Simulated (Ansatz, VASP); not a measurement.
**One calculation of WSe2, two programs**

File INCAR:

```
SYSTEM = WSe2
  PREC = Accurate
  ENCUT = 520
  EDIFF = 1E-6
  ISMEAR = 0
  SIGMA = 0.05
  LREAL = .FALSE.
  LASPH = .TRUE.
  NELM = 100
  ALGO = Normal
  ISIF = 2
  LWAVE = .FALSE.
  LCHARG = .FALSE.
  LDIPOL = .TRUE.
  IDIPOL = 3
  DIPOL = 0.5 0.5 0.407
  GGA = PE
  IVDW = 12
  NBANDS = 35
```

KPOINTS

```
regular mesh
0
G
  9 9 1
  0 0 0
```

File POSCAR:

```
WSe2
1.0
    3.2854929709      0.0000000000      0.0000000000
   -1.6427464855      2.8453203767      0.0000000000
    0.0000000000      0.0000000000     24.2386466774
Se W
4 2
Direct
    0.3333333333      0.6666666667      0.1856539294
    0.3333333333      0.6666666667      0.3246601777
    0.8888888889      0.1111111111      0.4900984571
    0.8888888889      0.1111111111      0.6291047054
    0.6666666667      0.3333333333      0.2551570536
    0.5555555556      0.4444444444      0.5596015813
```

Input for Ansatz:

```yaml
crystal:
  lattice:
    - [3.2854929709, 0.0, 0.0]
    - [-1.6427464855, 2.8453203767, 0.0]
    - [0.0, 0.0, 24.2386466774]
  atoms:
    - { symbol: Se, position: [0.3333333333, 0.6666666667, 0.1856539294] }
    - { symbol: W, position: [0.6666666667, 0.3333333333, 0.2551570536] }
    - { symbol: Se, position: [0.3333333333, 0.6666666667, 0.3246601777] }
    - { symbol: Se, position: [0.8888888889, 0.1111111111, 0.4900984571] }
    - { symbol: W, position: [0.5555555556, 0.4444444444, 0.5596015813] }
    - { symbol: Se, position: [0.8888888889, 0.1111111111, 0.6291047054] }
basis:
  ecutwfc: 420
kpoints:
  mp_grid: { grid: [9, 9, 1] }
hamiltonian:
  xc: pbe
  pseudopotentials: { kind: paw, azcp: { folder: soft_1 } }
  dispersion: d3bj
scf:
  occupations: { method: gaussian, width: 0.05 }
output:
  forces: true
  eigenvalues: true
  write_density: true
  write_potential: true
  elf: true
  volumetric_format: npy
efield:
  axis: 3
  dipole_correction: true
  ramp_width: 0.04
```

Alike in both runs: task single point; functional PBE; dispersion D3(BJ); k mesh 9 × 9 × 1; occupations gaussian, width 0.05 eV; no spin polarisation.

```csv
,VASP,Ansatz
version,VASP 6.6.1,Ansatz 0.2.0
potentials or method,"VASP PAW PBE potentials, release 64 (Se, W_sv), cutoff 520 eV","scalar-relativistic, plane waves, PAW"
valence electrons in the cell,52,92
```

Ansatz gave:

| Item | Value |
| --- | --- |
| gap on the k mesh at the Fermi level (eV) | 1.60 |
| least direct gap on the mesh (eV) | 1.67 |
| rms of the force components (eV/Å) | 0.030 |

Question: Which values does VASP return?

Answer: gap on the k mesh at the Fermi level (eV): 1.60; least direct gap on the mesh (eV): 1.66; rms of the force components (eV/Å): 0.047.

VASP's potentials hold 52 valence electrons a cell and Ansatz's 92, so a difference there can come from the potentials and not from the codes. Ansatz's warnings: xc potential rough in thin density.

Spin-orbit coupling is off throughout.
